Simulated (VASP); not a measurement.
Here is a VASP 6.6.1 calculation.

POSCAR

```
Ti
1.0
    2.8897790207      0.0000000000      0.0000000000
   -1.4448895104      2.5026220433      0.0000000000
    0.0000000000      0.0000000000      4.5844629888
Ti
2
Direct
    0.6666666667      0.3333333333      0.7500000000
    0.3333333333      0.6666666667      0.2500000000
```

INCAR.step1

```
SYSTEM = Ti
ALGO = Normal
EDIFF = 1E-4
ENCUT = 520
GGA = PE
ISMEAR = -1
LASPH = .TRUE.
LCHARG = .FALSE.
LREAL = .FALSE.
LWAVE = .TRUE.
NBANDS = 19
NELM = 80
PREC = Accurate
SIGMA = 0.05
```

File INCAR.step2:

```
SYSTEM = Ti
ALGO = Normal
EDIFF = 1E-6
ENCUT = 520
ISIF = 2
ISMEAR = -1
ISTART = 1
IVDW = 13
LASPH = .TRUE.
LCHARG = .FALSE.
LMIXTAU = .TRUE.
LREAL = .FALSE.
LWAVE = .FALSE.
METAGGA = R2SCAN
NBANDS = 19
NELM = 80
PREC = Accurate
SIGMA = 0.05
VDW_A1 = 0.51559235
VDW_A2 = 5.77342911
VDW_S6 = 1.0
VDW_S8 = 0.6018749
```

The input KPOINTS:

```
k-points
0
G
  10 10 6
  0 0 0
```

Potentials or basis: VASP PAW PBE potentials, release 64 (Ti_sv).

Launch:

```sh
$ cat potpaw_PBE.64/Ti_sv/POTCAR > POTCAR
$ cp INCAR.step1 INCAR
$ mpirun -np 1 vasp_std > vasp.out
$ cp INCAR.step2 INCAR
$ mpirun -np 1 vasp_std > vasp.out
```

Problem. Predict the band gap on the k mesh.

Solution. Zero (band 12 reaches 9.80 eV, above the bottom of band 13 at 8.58 eV).

Problem. What does it give for the pressure?

Solution. 5.3 GPa.

Problem. Predict the dispersion energy per atom.

Solution. -0.070 eV.

Stress tensor (GPa, compression positive):
```
5.52 0.00 0.00
0.00 5.52 0.00
0.00 0.00 4.85
```

Caveat: the PAW data sets were made with another functional, which shifts forces and pressure a little; pairwise dispersion overbinds metals, which lowers pressure and volume.
